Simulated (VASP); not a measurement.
# Nb: single point with PBEsol

Crystal: Nb.

```
Nb
1.0
     2.68615    0.00000    0.00000
     0.00000    2.68615    0.00000
     0.00000    0.00000    2.68615
Nb
1
Direct
  0.00000 0.00000 0.00000
```

```json
{
 "Program": "VASP 6.6.1",
 "Task": "single point",
 "Functional": "PBEsol",
 "Potentials or basis": "VASP PAW PBE potentials, release 64 (Nb_sv)",
 "Cutoff": "520 eV",
 "k mesh": "12 × 12 × 12",
 "Occupations": "fermi-dirac, width 0.1 eV",
 "Spin": "no spin polarisation",
 "Dipole correction": "no",
 "Further INCAR settings": "ALGO = Normal; EDIFF = 1e-07; NBANDS = 12"
}
```

```
Pressure : -0.2 GPa
```

Levels at points of the mesh, in eV from the Fermi level:
| k point | band 3 | band 4 | band 5 | band 6 | band 7 | band 8 | band 9 | band 10 | band 11 | band 12 |
| --- | --- | --- | --- | --- | --- | --- | --- | --- | --- | --- |
| (0.00, 0.00, 0.00) | -29.79 | -29.79 | -5.70 | -2.91 | -2.91 | 5.33 | 5.33 | 5.33 | 14.89 | 14.89 |
| (0.50, 0.00, 0.00) | -29.64 | -29.64 | -2.56 | -1.98 | 0.59 | 1.90 | 1.90 | 5.69 | 10.12 | 13.50 |
| (0.50, 0.50, 0.00) | -31.16 | -29.50 | -4.29 | -1.06 | 2.62 | 2.62 | 5.97 | 5.97 | 7.66 | 14.38 |
| (0.50, 0.50, 0.50) | -30.94 | -30.94 | -2.64 | -2.64 | -2.64 | 7.35 | 7.90 | 7.90 | 12.73 | 12.73 |

It took 11 s on 1 thread of Intel(R) Xeon(R) Platinum 8375C CPU @ 2.90GHz (Ice Lake), with other jobs on the host, peak memory 0.13 GiB.

Caveat: the PAW data sets were made with another functional, which shifts forces and pressure a little.
